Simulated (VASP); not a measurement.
# Co (Pm-3m) in VASP: relaxation of cell and atoms with PBE

Aim: the relaxation of cell and atoms of Co with PBE.

Program: VASP 6.6.1. These are calculated values, not measurements. Logs are shortened: lines on timing, memory, paths and dates and some standing lists are left out, and cuts for length are marked.

## (1) The cell of the first run

The structure is cubic, space group Pm-3m (No. 221). The conventional cell has a = 2.331 Å, b = 2.331 Å, c = 2.331 Å, α = 90.00°, β = 90.00°, γ = 90.00°. Within 3.1 Å of Co (site symmetry m-3m) lie 6 Co at 2.33 Å.

## (2) Relaxation of cell and atoms, PBE, collinear spin, ferromagnetic start

INCAR

```
SYSTEM = Co
PREC = Accurate ; ENCUT = 600
EDIFF = 1E-6 ; ISMEAR = 0
SIGMA = 0.1 ; LREAL = .False.
LASPH = .True. ; NELM = 150
ALGO = Fast ; ISIF = 3
LWAVE = .False. ; LCHARG = .False.
ISPIN = 2 ; MAGMOM = 1.99
LORBIT = 11 ; LMAXMIX = 4
GGA = PE ; IBRION = 2
NSW = 100 ; EDIFFG = -0.01
```

KPOINTS

```
Automatic mesh
0
Gamma
  24 24 24
  0 0 0
```

POSCAR

```
Co
1.0
    2.3306033553      0.0000000000      0.0000000000
    0.0000000000      2.3306033553      0.0000000000
    0.0000000000      0.0000000000      2.3306033553
Co
1
Direct
    0.0000000000      0.0000000000      0.0000000000
```

Potentials or basis: VASP PAW PBE potentials, release 64 (Co).

Run with:

```
> cat potpaw_PBE.64/Co/POTCAR > POTCAR
> mpirun -np 1 vasp_std > vasp.out
```

OUTCAR:

```text
SYSTEM = Co
   PREC = Accurate
   ENCUT = 600
   EDIFF = 1E-6
   ISMEAR = 0
   LREAL = .False.
   LASPH = .True.
   NELM = 150
   ISIF = 3
   ISPIN = 2
   LORBIT = 11
   GGA = PE
   IBRION = 2
   NSW = 100
   EDIFFG = -0.01

 ion  position               nearest neighbor table
   1  0.000  0.000  0.000-

  LATTYP: Found a simple cubic cell.
 ALAT       =     2.3306033553

  Lattice vectors:

 A1 = (   2.3306033553,   0.0000000000,   0.0000000000)
 A2 = (   0.0000000000,   2.3306033553,   0.0000000000)
 A3 = (   0.0000000000,   0.0000000000,   2.3306033553)

Analysis of symmetry for initial positions (statically):
=====================================================================
 Subroutine PRICEL returns:
 Original cell was already a primitive cell.

 Routine SETGRP: Setting up the symmetry group for a
 simple cubic supercell.

 Subroutine GETGRP returns: Found 48 space group operations
 (whereof 48 operations were pure point group operations)
 out of a pool of 48 trial point group operations.

The static configuration has the point symmetry O_h .

Analysis of symmetry for dynamics (positions and initial velocities):
=====================================================================
 Subroutine PRICEL returns:
 Original cell was already a primitive cell.

 Routine SETGRP: Setting up the symmetry group for a
 simple cubic supercell.

 Subroutine GETGRP returns: Found 48 space group operations
 (whereof 48 operations were pure point group operations)
 out of a pool of 48 trial point group operations.

The dynamic configuration has the point symmetry O_h .

Analysis of structural, dynamic, and magnetic symmetry:
=====================================================================
 Subroutine PRICEL returns:
 Original cell was already a primitive cell.

 Routine SETGRP: Setting up the symmetry group for a
 simple cubic supercell.

 Subroutine GETGRP returns: Found 48 space group operations
 (whereof 48 operations were pure point group operations)
 out of a pool of 48 trial point group operations.

The overall configuration has the point symmetry O_h .

 Subroutine INISYM returns: Found 48 space group operations
 (whereof 48 operations are pure point group operations),
 and found     1 'primitive' translations

----------------------------------------------------------------------------------------

                                     Primitive cell

  volume of cell :      12.6592

  direct lattice vectors                    reciprocal lattice vectors
     2.330603355  0.000000000  0.000000000     0.429073440  0.000000000  0.000000000
     0.000000000  2.330603355  0.000000000     0.000000000  0.429073440  0.000000000
     0.000000000  0.000000000  2.330603355     0.000000000  0.000000000  0.429073440

  length of vectors
     2.330603355  2.330603355  2.330603355     0.429073440  0.429073440  0.429073440

  position of ions in fractional coordinates (direct lattice)
     0.000000000  0.000000000  0.000000000

  ion indices of the primitive-cell ions
   primitive index   ion index
                 1           1

----------------------------------------------------------------------------------------

 KPOINTS: Automatic mesh

Automatic generation of k-mesh.
 Grid dimensions read from file:
 generate k-points for:   24   24   24

 Generating k-lattice:

  Cartesian coordinates                     Fractional coordinates (reciprocal lattice)
     0.017878060  0.000000000  0.000000000     0.041666667  0.000000000  0.000000000
     0.000000000  0.017878060  0.000000000     0.000000000  0.041666667  0.000000000
     0.000000000  0.000000000  0.017878060     0.000000000  0.000000000  0.041666667

  Length of vectors
     0.017878060  0.017878060  0.017878060

  Shift w.r.t. Gamma in fractional coordinates (k-lattice)
     0.000000000  0.000000000  0.000000000

 Subroutine IBZKPT returns following result:
 ===========================================

 Found    455 irreducible k-points:

 Following reciprocal coordinates:
            Coordinates               Weight
  0.000000  0.000000  0.000000      1.000000
  0.041667  0.000000  0.000000      6.000000
  0.083333  0.000000  0.000000      6.000000
  0.125000  0.000000  0.000000      6.000000
  0.166667  0.000000  0.000000      6.000000
  0.208333  0.000000  0.000000      6.000000
[... 16 lines left out ...]
  0.416667  0.041667  0.000000     24.000000
  0.458333  0.041667  0.000000     24.000000
 [... further k-points ...]
   k-points           NKPTS =    455   k-points in BZ     NKDIM =    455   number of bands    NBANDS=      9
   number of dos      NEDOS =    301   number of ions     NIONS =      1
   total plane-waves  NPLWV =   8000
   dimension x,y,z NGX =    20 NGY =   20 NGZ =   20
   dimension x,y,z NGXF=    40 NGYF=   40 NGZF=   40
   ions per type =               1
   NGX,Y,Z   is equivalent  to a cutoff of  14.27, 14.27, 14.27 a.u.
   NGXF,Y,Z  is equivalent  to a cutoff of  28.53, 28.53, 28.53 a.u.
 SYSTEM =  Co
   PREC   = accura    normal or accurate (medium, high low for compatibility)
   ISTART =      0    job   : 0-new  1-cont  2-samecut
   ICHARG =      2    charge: 1-file 2-atom 10-const
   ISPIN  =      2    spin polarized calculation?
   LNONCOLLINEAR =      F non collinear calculations
   LSORBIT =      F    spin-orbit coupling
   LASPH  =      T    aspherical Exc in radial PAW
   ENCUT  =  600.0 eV  44.10 Ry    6.64 a.u.   4.65  4.65  4.65*2*pi/ulx,y,z
   NELM   =    150;   NELMIN=  2; NELMDL= -5     # of ELM steps
   EDIFF  = 0.1E-05   stopping-criterion for ELM
   LREAL  =      F    real-space projection
   EDIFFG = -.1E-01   stopping-criterion for IOM
   NSW    =    100    number of steps for IOM
   IBRION =      2    ionic relax: 0-MD 1-quasi-New 2-CG
   NFREE  =      1    steps in history (QN), initial steepest desc. (CG)
   ISIF   =      3    stress and relaxation
   ISYM   =      2    0-nonsym 1-usesym 2-fastsym
   POTIM  = 0.5000    time-step for ionic-motion
   TEBEG  =    0.0;   TEEND  =   0.0 temperature during run
   PSTRESS=    0.0 pullay stress
   NELECT =       9.0000    total number of electrons
   NUPDOWN=      -1.0000    fix difference up-down
   EMIN   =  10.00;   EMAX   =-10.00  energy-range for DOS
   EFERMI =   0.00;   METHOD = LEGACY
   ISMEAR =     0;   SIGMA  =   0.10  broadening in eV -4-tet -1-fermi 0-gaus
   EFERMI_NEDOS =   21; number of points for ismear=-14 and -15
   IALGO  =     68    algorithm
   IMIX   =      4    mixing-type and parameters
     AMIX     =   0.40;   BMIX     =  1.00
     AMIX_MAG =   1.60;   BMIX_MAG =  1.00
  volume/ion in A,a.u.               =      12.66        85.43
  Fermi-wavevector in a.u.,A,eV,Ry     =   1.461125  2.761125 29.046881  2.134886
  Thomas-Fermi vector in A             =   2.577493
   LORBIT       =     11    0 simple, 1 ext, 2 COOP (PROOUT), +10 PAW based schemes
   GGA     = PE    functional components
   LHFCALC =     F    Hartree Fock is set to
   AEXX    =    0.0000 exact exchange contribution
   IVDW    =     0    specifies the selected vdW correction
   LEPSILON=     F    determine dielectric tensor
   LRPA    =     F    only Hartree local field effects (RPA)
 conjugate gradient relaxation of ions
 spin polarized calculation
 RMM-DIIS sequential band-by-band and
 Gauss-broadening in eV      SIGMA  =   0.10
  energy-cutoff  :      600.00
  volume of cell :       12.66
 maximum number of plane-waves:       443
 NGX is ok and might be reduce to    20
   NGX =  9   NGY =  9   NGZ =  9

--------------------------------------- Ionic step        1  -------------------------------------------

 number of electron       8.9999999 magnetization       1.8570492

 Free energy of the ion-electron system (eV)
  ---------------------------------------------------
  ext. energy  EPLUGINS =         0.00000000
  ---------------------------------------------------
  free energy    TOTEN  =        -6.27208614 eV

  energy without entropy =       -6.26393303  energy(sigma->0) =       -6.26800958

------------------------ aborting loop because EDIFF is reached ----------------------------------------

  FORCE on cell =-STRESS in cart. coord.  units (eV):
  Direction    XX          YY          ZZ          XY          YZ          ZX
  --------------------------------------------------------------------------------------
  -------------------------------------------------------------------------------------
  Total        0.0710426      0.0710426      0.0710426      0.0000000      0.0000000     -0.0000000
  in kB        8.9913399      8.9913399      8.9913399      0.0000000      0.0000000     -0.0000000
  external PRESSURE =       8.9913399 kB  Pullay stress =       0.0000000 kB
[... 55 lines left out ...]
  energy  without entropy=       -6.2642134373  energy(sigma->0) =       -6.26823851

--------------------------------------- Ionic step        3  -------------------------------------------

 number of electron       8.9999997 magnetization       1.8656538

 Free energy of the ion-electron system (eV)
  ---------------------------------------------------
  ext. energy  EPLUGINS =         0.00000000
  ---------------------------------------------------
  free energy    TOTEN  =        -6.27233453 eV

  energy without entropy =       -6.26425850  energy(sigma->0) =       -6.26829652

 E-fermi :   8.4417     XC(G=0): -12.3909

 val. band max:        8.4410552285   @ k =   0.5000   0.5000   0.3333
 cond. band min:       8.4420838623   @ k =   0.4583   0.3750   0.2917
 fundamental gap:      0.0010286338
 Fermi energy:         8.4417024068

 spin component 1

 k-point     1 :       0.0000    0.0000    0.0000
  band No.  band energies     occupation
      1       0.1839      1.00000
      2       4.0975      1.00000
      3       4.0975      1.00000
      4       7.2835      1.00000
      5       7.2835      1.00000
      6       7.2835      1.00000
      7      27.3268      0.00000
      8      27.3268      0.00000
      9      27.3268      0.00000
[... 265 lines left out ...]
 k-point    24 :       0.4583    0.0417    0.0000
  band No.  band energies     occupation
      1       3.9558      1.00000
      2       4.5647      1.00000
      3       5.9793      1.00000
      4       6.2014      1.00000
      5       7.1318      1.00000
      6       7.3616      1.00000
      7      12.2049      0.00000
      8      31.4322      0.00000
      9      33.4601      0.00000

 [... further k-points ...]

 spin component 2

 k-point     1 :       0.0000    0.0000    0.0000
  band No.  band energies     occupation
      1       0.3337      1.00000
      2       5.4215      1.00000
      3       5.4216      1.00000
      4       9.6249      0.00000
      5       9.6249      0.00000
      6       9.6249      0.00000
      7      27.7121      0.00000
      8      27.7121      0.00000
      9      27.7121      0.00000
[... 304 lines left out ...]
  FREE ENERGIE OF THE ION-ELECTRON SYSTEM (eV)
  ---------------------------------------------------
  free  energy   TOTEN  =        -6.2723345299 eV

  energy  without entropy=       -6.2642585023  energy(sigma->0) =       -6.26829652

 reached required accuracy - stopping structural energy minimisation

 total charge

# of ion       s       p       d       tot
------------------------------------------
    1        0.495   0.409   7.269   8.172

 magnetization (x)

# of ion       s       p       d       tot
------------------------------------------
    1        0.006  -0.007   1.873   1.873
```

Wall time 6.7 min (1 thread of AMD EPYC 7R13, shared host); peak memory 0.2 GiB.

What came out:

| Quantity | Value |
| --- | --- |
| Free energy | -6.2723 eV |
| Relaxed volume | 12.75 Å³/atom |
| Relaxed cell | a = 2.336 Å, b = 2.336 Å, c = 2.336 Å, α = 90.00°, β = 90.00°, γ = 90.00° |
| Space group after relaxing (to 0.05 Å) | Pm-3m (No. 221) |
| Energy gained by relaxing | 0.2 meV/atom |
| Ionic steps | 3 |
| Pressure after relaxing | 0.1 GPa |
| Net moment | 1.87 μB per cell |
| Site moments | Co +1.87 μB |
| Valence electrons inside the program's atomic spheres | Co 8.17 |

The path:
```tsv
step	energy change (eV)	largest force (eV/Å)	pressure (GPa)	volume (Å³)
1	0.0000	0.0000	0.90	12.66
2	-0.0002	0.0000	-0.40	12.79
3	-0.0002	0.0000	0.07	12.75
```

Final structure:
```
Co
1.0
     2.33587    0.00000    0.00000
     0.00000    2.33587    0.00000
     0.00000    0.00000    2.33587
Co
1
Cartesian
  0.0000 0.0000 0.0000
```
